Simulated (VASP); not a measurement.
A run of VASP 6.6.1 is set up as follows.

File INCAR:

```
PREC     = Accurate       # precision mode
ENCUT    = 520            # plane-wave cutoff, eV
EDIFF    = 1E-6           # SCF threshold, eV
ISMEAR   = 0              # smearing method
SIGMA    = 0.01           # smearing width, eV
LREAL    = F              # projectors in reciprocal space
LASPH    = T              # aspherical terms in the spheres
NELM     = 100            # most SCF steps
ALGO     = Normal         # electronic algorithm
ISIF     = 2              # what is computed and relaxed
LWAVE    = F              # write WAVECAR
LCHARG   = F              # write CHGCAR
GGA      = PE             # functional
NBANDS   = 16             # bands
```

KPOINTS

```
Automatic mesh
0
Gamma
  4 4 4
```

Contents of POSCAR:

```
GaAs
1.0
    0.0000000000      2.7905888177      2.8692094531
    2.7905888177      0.0000000000      2.8692094531
    2.7905888177      2.7905888177      0.0000000000
Ga As
1 1
Direct
    0.0000000000      0.0000000000      0.0000000000
    0.2500000000      0.2500000000      0.2500000000
```

Potentials or basis: VASP PAW PBE potentials, release 64 (Ga_d, As).

The run is started by

```bash
$ cat potpaw_PBE.64/Ga_d/POTCAR potpaw_PBE.64/As/POTCAR > POTCAR
$ mpirun -np 1 vasp_std > vasp.out
```

Estimate the band gap on the k mesh.

0.53 eV, direct.

Estimate the pressure.

4.6 GPa.

Stress tensor (GPa, compression positive):
```
5.16 0.00 0.00
0.00 5.16 0.00
0.00 0.00 3.37
```

Caveat: the k points lie up to 0.48 Å⁻¹ apart; the cell differs from its parent crystal (epitaxial xy strain -1.5%). A k mesh can miss the band edges.
